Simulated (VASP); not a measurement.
# Pt (Im-3m) in VASP: notebook

The runs below take Pt through single point, with PBEsol.

All numbers are computed with VASP 6.6.1; they aren't measurements. Logs are shortened: lines on timing, memory, paths and dates and some standing lists are left out, and cuts for length are marked.

## (1) The cell of the first run

The structure is cubic, space group Im-3m (No. 229). The conventional cell has a = 3.121 Å, b = 3.121 Å, c = 3.121 Å, α = 90.00°, β = 90.00°, γ = 90.00°. Pt (site symmetry m-3m) has 14 Pt at 2.70 to 3.12 Å within 3.6 Å.

## (2) Single point, PBEsol

File INCAR:

```
SYSTEM = Pt
PREC = Accurate
ENCUT = 520
EDIFF = 1E-6
ISMEAR = -1
SIGMA = 0.05
LREAL = .False.
LASPH = .True.
NELM = 100
ALGO = Fast
ISIF = 2
LWAVE = .False.
LCHARG = .True.
GGA = PS
LELF = .True.
LVHAR = .True.
NBANDS = 11
```

File KPOINTS:

```
Automatic mesh
0
Gamma
  12 12 12
  0 0 0
```

File POSCAR:

```
Pt
1.0
   -1.5602942155      1.5602942155      1.5602942155
    1.5602942155     -1.5602942155      1.5602942155
    1.5602942155      1.5602942155     -1.5602942155
Pt
1
Direct
    0.0000000000      0.0000000000      0.0000000000
```

Potentials or basis: VASP PAW PBE potentials, release 64 (Pt).

Launch:

```bash
> cat potpaw_PBE.64/Pt/POTCAR > POTCAR
> mpirun -np 1 vasp_std > vasp.out
```

OUTCAR:

```text
SYSTEM = Pt
   PREC = Accurate
   ENCUT = 520
   EDIFF = 1E-6
   ISMEAR = -1
   LREAL = .False.
   LASPH = .True.
   NELM = 100
   ISIF = 2
   GGA = PS

 ion  position               nearest neighbor table
   1  0.000  0.000  0.000-

  LATTYP: Found a body centered cubic cell.
 ALAT       =     3.1205884310

  Lattice vectors:

 A1 = (  -1.5602942155,   1.5602942155,   1.5602942155)
 A2 = (   1.5602942155,  -1.5602942155,   1.5602942155)
 A3 = (   1.5602942155,   1.5602942155,  -1.5602942155)

Analysis of symmetry for initial positions (statically):
=====================================================================
 Subroutine PRICEL returns:
 Original cell was already a primitive cell.

 Routine SETGRP: Setting up the symmetry group for a
 body centered cubic supercell.

 Subroutine GETGRP returns: Found 48 space group operations
[... 9 lines left out ...]

 Routine SETGRP: Setting up the symmetry group for a
 body centered cubic supercell.

 Subroutine GETGRP returns: Found 48 space group operations
[... 11 lines left out ...]
                                     Primitive cell

  volume of cell :      15.1943

  direct lattice vectors                    reciprocal lattice vectors
    -1.560294215  1.560294215  1.560294215     0.000000000  0.320452383  0.320452383
     1.560294215 -1.560294215  1.560294215     0.320452383  0.000000000  0.320452383
     1.560294215  1.560294215 -1.560294215     0.320452383  0.320452383  0.000000000

  length of vectors
     2.702508856  2.702508856  2.702508856     0.453188107  0.453188107  0.453188107

  position of ions in fractional coordinates (direct lattice)
     0.000000000  0.000000000  0.000000000

  ion indices of the primitive-cell ions
   primitive index   ion index
                 1           1

----------------------------------------------------------------------------------------

 KPOINTS: Automatic mesh

Automatic generation of k-mesh.
 Grid dimensions read from file:
 generate k-points for:   12   12   12

 Generating k-lattice:

  Cartesian coordinates                     Fractional coordinates (reciprocal lattice)
     0.000000000  0.026704365  0.026704365     0.083333333  0.000000000  0.000000000
     0.026704365  0.000000000  0.026704365     0.000000000  0.083333333  0.000000000
     0.026704365  0.026704365  0.000000000     0.000000000  0.000000000  0.083333333

  Length of vectors
     0.037765676  0.037765676  0.037765676

  Shift w.r.t. Gamma in fractional coordinates (k-lattice)
     0.000000000  0.000000000  0.000000000

 Subroutine IBZKPT returns following result:
 ===========================================

 Found     72 irreducible k-points:

 Following reciprocal coordinates:
            Coordinates               Weight
  0.000000  0.000000  0.000000      1.000000
  0.083333  0.000000  0.000000     12.000000
  0.166667  0.000000  0.000000     12.000000
  0.250000  0.000000  0.000000     12.000000
  0.333333  0.000000  0.000000     12.000000
  0.416667  0.000000  0.000000     12.000000
[... 16 lines left out ...]
  0.333333  0.083333  0.083333     24.000000
  0.416667  0.083333  0.083333     12.000000
 [... further k-points ...]
   k-points           NKPTS =     72   k-points in BZ     NKDIM =     72   number of bands    NBANDS=     11
   number of dos      NEDOS =    301   number of ions     NIONS =      1
   total plane-waves  NPLWV =   8000
   dimension x,y,z NGX =    20 NGY =   20 NGZ =   20
   dimension x,y,z NGXF=    40 NGYF=   40 NGZF=   40
   ions per type =               1
   NGX,Y,Z   is equivalent  to a cutoff of  12.30, 12.30, 12.30 a.u.
   NGXF,Y,Z  is equivalent  to a cutoff of  24.61, 24.61, 24.61 a.u.
 SYSTEM =  Pt
   PREC   = accura    normal or accurate (medium, high low for compatibility)
   ISTART =      0    job   : 0-new  1-cont  2-samecut
   ICHARG =      2    charge: 1-file 2-atom 10-const
   ISPIN  =      1    spin polarized calculation?
   LNONCOLLINEAR =      F non collinear calculations
   LSORBIT =      F    spin-orbit coupling
   LASPH  =      T    aspherical Exc in radial PAW
   ENCUT  =  520.0 eV  38.22 Ry    6.18 a.u.   5.02  5.02  5.02*2*pi/ulx,y,z
   NELM   =    100;   NELMIN=  2; NELMDL= -5     # of ELM steps
   EDIFF  = 0.1E-05   stopping-criterion for ELM
   LREAL  =      F    real-space projection
   EDIFFG = 0.1E-04   stopping-criterion for IOM
   NSW    =      0    number of steps for IOM
   IBRION =     -1    ionic relax: 0-MD 1-quasi-New 2-CG
   NFREE  =      0    steps in history (QN), initial steepest desc. (CG)
   ISIF   =      2    stress and relaxation
   ISYM   =      2    0-nonsym 1-usesym 2-fastsym
   POTIM  = 0.5000    time-step for ionic-motion
   TEBEG  =    0.0;   TEEND  =   0.0 temperature during run
   PSTRESS=    0.0 pullay stress
   NELECT =      10.0000    total number of electrons
   NUPDOWN=      -1.0000    fix difference up-down
   EMIN   =  10.00;   EMAX   =-10.00  energy-range for DOS
   EFERMI =   0.00;   METHOD = LEGACY
   ISMEAR =    -1;   SIGMA  =   0.05  broadening in eV -4-tet -1-fermi 0-gaus
   EFERMI_NEDOS =   21; number of points for ismear=-14 and -15
   IALGO  =     68    algorithm
   IMIX   =      4    mixing-type and parameters
     AMIX     =   0.40;   BMIX     =  1.00
     AMIX_MAG =   1.60;   BMIX_MAG =  1.00
  volume/ion in A,a.u.               =      15.19       102.54
  Fermi-wavevector in a.u.,A,eV,Ry     =   1.424016  2.691001 27.590204  2.027823
  Thomas-Fermi vector in A             =   2.544552
   LORBIT       =      0    0 simple, 1 ext, 2 COOP (PROOUT), +10 PAW based schemes
   GGA     = PS    functional components
   LHFCALC =     F    Hartree Fock is set to
   AEXX    =    0.0000 exact exchange contribution
   IVDW    =     0    specifies the selected vdW correction
   LEPSILON=     F    determine dielectric tensor
   LRPA    =     F    only Hartree local field effects (RPA)
 non-spin polarized calculation
 RMM-DIIS sequential band-by-band and
  energy-cutoff  :      520.00
  volume of cell :       15.19
 maximum number of plane-waves:       420
   NGX =  9   NGY =  9   NGZ =  9

 number of electron      10.0000000 magnetization

 number of electron       9.9999997 magnetization

 Free energy of the ion-electron system (eV)
  ---------------------------------------------------
  ext. energy  EPLUGINS =         0.00000000
  ---------------------------------------------------
  free energy    TOTEN  =        -6.86947999 eV

  energy without entropy =       -6.86378216  energy(sigma->0) =       -6.86663107

 E-fermi :  10.6526     XC(G=0): -13.5763

 val. band max:       10.6036858330   @ k =   0.5000   0.5000   0.4167
 cond. band min:      10.6988922985   @ k =  -0.4167  -0.4167   0.1667
 fundamental gap:      0.0952064655
 Fermi energy:        10.6526183571

 k-point     1 :       0.0000    0.0000    0.0000
  band No.  band energies     occupation
      1       0.7531      2.00000
      2       7.0270      2.00000
      3       7.0270      2.00000
      4       7.0270      2.00000
      5       9.6879      2.00000
      6       9.6879      2.00000
      7      27.7996      0.00000
      8      27.7996      0.00000
      9      27.7996      0.00000
     10      38.3041      0.00000
     11      38.3046      0.00000

 k-point     2 :       0.0833    0.0000    0.0000
  band No.  band energies     occupation
      1       1.0452      2.00000
      2       6.9093      2.00000
      3       7.0239      2.00000
      4       7.2659      2.00000
      5       9.5387      2.00000
      6       9.6960      2.00000
      7      27.9328      0.00000
      8      28.0519      0.00000
      9      28.2367      0.00000
     10      35.5430      0.00000
     11      36.1589      0.00000

 k-point     3 :       0.1667    0.0000    0.0000
  band No.  band energies     occupation
      1       1.8587      2.00000
      2       6.6018      2.00000
      3       6.9895      2.00000
      4       7.9584      2.00000
      5       9.2816      2.00000
      6       9.7289      2.00000
      7      27.8824      0.00000
      8      27.9077      0.00000
      9      29.4805      0.00000
     10      33.7891      0.00000
     11      33.8069      0.00000

 k-point     4 :       0.2500    0.0000    0.0000
  band No.  band energies     occupation
      1       2.9276      2.00000
      2       6.2103      2.00000
      3       7.0535      2.00000
      4       9.0217      2.00000
      5       9.2259      2.00000
      6       9.7999      2.00000
      7      25.5528      0.00000
      8      26.8410      0.00000
      9      31.3449      0.00000
     10      32.9060      0.00000
     11      33.7306      0.00000

 k-point     5 :       0.3333    0.0000    0.0000
  band No.  band energies     occupation
      1       3.6438      2.00000
      2       5.8466      2.00000
      3       7.8285      2.00000
      4       9.4055      2.00000
      5       9.9035      2.00000
      6      10.2807      1.99882
      7      22.1155      0.00000
      8      25.4045      0.00000
      9      29.9418      0.00000
     10      33.5257      0.00000
     11      34.6560      0.00000
[... 211 lines left out ...]
 k-point    21 :       0.1667    0.0833    0.0833
  band No.  band energies     occupation
      1       3.4353      2.00000
      2       6.1259      2.00000
      3       6.3873      2.00000
      4       9.4215      2.00000
      5       9.7341      2.00000
      6      10.0429      1.99999
      7      25.5963      0.00000
      8      26.6515      0.00000
      9      28.0164      0.00000
     10      30.3326      0.00000
     11      37.1297      0.00000

 k-point    22 :       0.2500    0.0833    0.0833
  band No.  band energies     occupation
      1       4.1978      2.00000
      2       5.7956      2.00000
      3       6.8892      2.00000
      4       9.4973      2.00000
      5       9.9051      2.00000
      6      11.5941      0.00000
      7      21.9207      0.00000
      8      25.2754      0.00000
      9      26.6923      0.00000
     10      32.2144      0.00000
     11      37.6537      0.00000

 k-point    23 :       0.3333    0.0833    0.0833
  band No.  band energies     occupation
      1       4.2924      2.00000
      2       5.5814      2.00000
      3       8.1835      2.00000
      4       9.6181      2.00000
      5      10.0208      1.99999
      6      13.1745      0.00000
      7      18.6603      0.00000
      8      24.2956      0.00000
      9      25.4925      0.00000
     10      34.2149      0.00000
     11      36.1299      0.00000

 k-point    24 :       0.4167    0.0833    0.0833
  band No.  band energies     occupation
      1       4.2543      2.00000
      2       5.5076      2.00000
      3       8.9626      2.00000
      4       9.6435      2.00000
      5      10.0628      1.99998
      6      14.1861      0.00000
      7      16.9370      0.00000
      8      23.9459      0.00000
      9      24.9588      0.00000
     10      35.2242      0.00000
     11      35.5591      0.00000

 [... further k-points ...]
[... 5 lines left out ...]
  --------------------------------------------------------------------------------------
  -------------------------------------------------------------------------------------
  Total       -0.0345514     -0.0345514     -0.0345514      0.0000000      0.0000000      0.0000000
  in kB       -3.6433110     -3.6433110     -3.6433110      0.0000000      0.0000000      0.0000000
  external PRESSURE =      -3.6433110 kB  Pullay stress =       0.0000000 kB

 VOLUME and BASIS-vectors are now :
 -----------------------------------------------------------------------------
  energy-cutoff  :      520.00
  volume of cell :       15.19
      direct lattice vectors                 reciprocal lattice vectors
    -1.560294215  1.560294215  1.560294215     0.000000000  0.320452383  0.320452383
     1.560294215 -1.560294215  1.560294215     0.320452383  0.000000000  0.320452383
     1.560294215  1.560294215 -1.560294215     0.320452383  0.320452383  0.000000000

 POSITION                                       TOTAL-FORCE (eV/Angst)
 -----------------------------------------------------------------------------------
      0.00000      0.00000      0.00000         0.000000      0.000000      0.000000
 -----------------------------------------------------------------------------------
    total drift:                                0.000000     -0.000000      0.000000

  FREE ENERGIE OF THE ION-ELECTRON SYSTEM (eV)
  ---------------------------------------------------
  free  energy   TOTEN  =        -6.8694799896 eV

  energy  without entropy=       -6.8637821553  energy(sigma->0) =       -6.86663107
```

Run time: 14 s. Hardware: 1 thread of Intel Xeon Platinum 8259CL at 2.50GHz (Skylake/Cascade Lake), shared host; peak memory 0.13 GiB.

What came out:

```
Free energy            : -6.8695 eV
Pressure               : -0.4 GPa
Band gap on the k mesh : zero (band 5 reaches 11.83 eV, above the bottom of band 6 at 9.52 eV)
```

Levels at points of the mesh, in eV from the Fermi level:
```tsv
k point	band 3	band 4	band 5	band 6	band 7	band 8
(0.00, 0.00, 0.00)	-3.63	-3.63	-0.96	-0.96	17.15	17.15
(0.50, 0.00, 0.00)	-1.16	-0.61	0.15	1.22	6.68	13.31
(0.50, 0.50, 0.50)	0.66	0.66	0.66	7.77	7.77	7.77
```

Caveat: the PAW data sets were made with another functional, which shifts forces and pressure a little; spin-orbit coupling is left out, which moves the levels of the heavy elements.

[end of part 1 of 2]
